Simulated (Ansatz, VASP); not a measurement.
# Cu in VASP and in Ansatz

The input INCAR:

```
PREC = Accurate
ENCUT = 820
EDIFF = 1E-6
ISMEAR = 0
SIGMA = 0.012
LREAL = F
LASPH = T
NELM = 120
ALGO = Normal
ISIF = 2
LWAVE = F
LCHARG = F
GGA = PE
NBANDS = 16
GGA_COMPAT = F
```

The input KPOINTS:

```
regular mesh
0
Gamma
  13 13 13
```

POSCAR

```
Cu
1.0
   -1.4427933200      1.4427933200      1.3760814500
    1.4427933200     -1.4427933200      1.3760814500
    1.4427933200      1.4427933200     -1.3760814500
Cu
1
Direct
    0.0000000000      0.0000000000      0.0000000000
```

Contents of input.yaml:

```yaml
crystal:
  lattice:
    - [-1.44279332, 1.44279332, 1.37608145]
    - [1.44279332, -1.44279332, 1.37608145]
    - [1.44279332, 1.44279332, -1.37608145]
  atoms:
    - { symbol: Cu, position: [0.0, 0.0, 0.0] }
hamiltonian:
  xc: pbe
  pseudopotentials: { kind: paw }
kpoints:
  mp_grid: { grid: [13, 13, 13] }
scf:
  occupations: { method: gaussian, width: 0.012 }
output:
  forces: true
  stress: true
  eigenvalues: true
  write_density: true
  write_potential: true
  elf: true
  volumetric_format: npy
```

Alike in both runs: task single point; functional PBE; k mesh 13 × 13 × 13; occupations gaussian, width 0.012 eV; no spin polarisation.

|  | VASP | Ansatz |
| --- | --- | --- |
| version | VASP 6.6.1 | Ansatz 0.2.0 |
| potentials or method | VASP PAW PBE potentials, release 64 (Cu_sv_GW) | Ansatz PAW |
| plane-wave cutoff (eV) | 820 | 420 |
| valence electrons in the cell | 19 | 19 |

|  | VASP | Ansatz | Ansatz less VASP |
| --- | --- | --- | --- |
| gap on the k mesh at the Fermi level (eV) | none | none | - |
| pressure (GPa) | 5.9 | 7.2 | +1.31 |
| traceless stress, the component that is largest in VASP (GPa) | 0.20 | 0.20 | -0.007 |

A gap of «none» marks a metal or a gap that the smearing closes.
